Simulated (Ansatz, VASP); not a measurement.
**Two plane-wave programs on Ba2B5**

```
Ba B
1.0
     3.59979    0.00000    0.00000
    -1.79990    3.11751    0.00000
     0.00000    0.00000   11.27930
Ba B
2 5
Direct
  0.00000 0.00000 0.74706
  0.00000 0.00000 0.25294
  0.50000 0.00000 0.50000
  0.00000 0.50000 0.50000
  0.50000 0.50000 0.50000
  0.00000 0.00000 0.00000
  0.00000 0.00000 0.50000
```

Alike in both runs: functional PBE; k mesh 6 × 6 × 2; occupations gaussian, width 0.1 eV; no spin polarisation.

Ansatz relaxed the structure, and its values are those at the end. VASP's run is a single point on that final structure, the one shown.

|  | VASP | Ansatz |
| --- | --- | --- |
| version | VASP 6.6.1 | Ansatz 0.2.0 |
| potentials or method | VASP PAW PBE potentials, release 64 (Ba_sv, B), cutoff 520 eV | scalar-relativistic, plane waves, PAW |
| valence electrons in the cell | 35 | 35 |

VASP gave:

| Quantity | Value |
| --- | --- |
| gap on the k mesh at the Fermi level (eV) | none |
| pressure (GPa) | 0.6 |
| rms of the force components (eV/Å) | 0.028 |

Which values does Ansatz return?

gap on the k mesh at the Fermi level (eV): none; pressure (GPa): -0.2; rms of the force components (eV/Å): 0.004.

A gap of «none» marks a metal or a gap that the smearing closes.

Spin-orbit coupling is off throughout.
